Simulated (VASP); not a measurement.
Set up this calculation in VASP 6.6.1, as the native input.

- Task: single point
- Functional: PBE
- Potentials or basis: VASP PAW PBE potentials, release 64 (Al, B, N)
- Cutoff: 520 eV
- k mesh: 6 × 6 × 1
- Occupations: gaussian, width 0.1 eV
- Spin: no spin polarisation
- Dipole correction: no
- Further INCAR settings: ALGO = Normal; EDIFF = 1e-06; NBANDS = 36

The structure of Al2BN3 lies in POSCAR:

```
Al2BN3
1.0
    2.6325030900      0.0000000000      0.0000000000
   -1.3162515500      2.2798145500      0.0000000000
    0.0000000000      0.0000000000     23.2644528600
Al B N
4 2 6
Direct
    0.6666666700      0.3333333300      0.0833333300
    0.6666666700      0.3333333300      0.4166666700
    0.3333333300      0.6666666700      0.9166666700
    0.3333333300      0.6666666700      0.5833333300
    0.6666666700      0.3333333300      0.7500000000
    0.3333333300      0.6666666700      0.2500000000
    0.0000000000      0.0000000000      0.0833333300
    0.0000000000      0.0000000000      0.4166666700
    0.0000000000      0.0000000000      0.7500000000
    0.0000000000      0.0000000000      0.9166666700
    0.0000000000      0.0000000000      0.2500000000
    0.0000000000      0.0000000000      0.5833333300
```

The input as run:

INCAR

```
SYSTEM = Al2BN3
PREC = Accurate ; ENCUT = 520
EDIFF = 1E-6 ; ISMEAR = 0
SIGMA = 0.1 ; LREAL = .False.
LASPH = .True. ; NELM = 80
ALGO = Normal ; ISIF = 2
LWAVE = .False. ; LCHARG = .False.
GGA = PE ; NBANDS = 36
```

KPOINTS

```
Automatic mesh
0
Gamma
  6 6 1
  0 0 0
```

Potentials or basis: VASP PAW PBE potentials, release 64 (Al, B, N).

Launch:

```bash
$ cat potpaw_PBE.64/Al/POTCAR potpaw_PBE.64/B/POTCAR potpaw_PBE.64/N/POTCAR > POTCAR
$ mpirun -np 1 vasp_std > vasp.out
```

It gave:

```
Pressure               : 84.1 GPa
Largest force          : 0.029 eV/Å
Band gap on the k mesh : 2.96 eV
```

Caveat: the k points lie up to 0.46 Å⁻¹ apart; an odd mesh through Γ misses points on the zone boundary, where band edges can lie.

Wall time 29 s on 1 thread of Intel(R) Xeon(R) 6975P-C (Granite Rapids) (shared host), peak memory 0.25 GiB.
